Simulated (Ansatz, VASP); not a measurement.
AlRu: VASP beside Ansatz

```
Ru Al
1.0
     2.99160    0.00000    0.00000
     0.00000    2.99160    0.00000
     0.00000    0.00000    2.99160
Ru Al
1 1
Direct
  0.50000 0.50000 0.50000
  0.00000 0.00000 0.00000
```

Alike in both runs: task single point; functional PBE; k mesh 8 × 8 × 8; occupations fermi-dirac, width 0.05 eV; no spin polarisation.

|  | VASP | Ansatz |
| --- | --- | --- |
| version | VASP 6.6.1 | Ansatz 0.2.0 |
| potentials or method | VASP PAW PBE potentials, release 64 (Ru_pv, Al) | Ansatz PAW |
| plane-wave cutoff (eV) | 500 | 420 |
| valence electrons in the cell | 17 | 19 |

|  | VASP | Ansatz | Ansatz less VASP |
| --- | --- | --- | --- |
| gap on the k mesh at the Fermi level (eV) | none | none | - |
| pressure (GPa) | 2.9 | 2.9 | +0.01 |

A gap of «none» marks a metal or a gap that the smearing closes. With one functional, cell and mesh, what is left measures potentials, basis and numerics. VASP's potentials hold 17 valence electrons a cell and Ansatz's 19, so a difference there can come from the potentials and not from the codes.
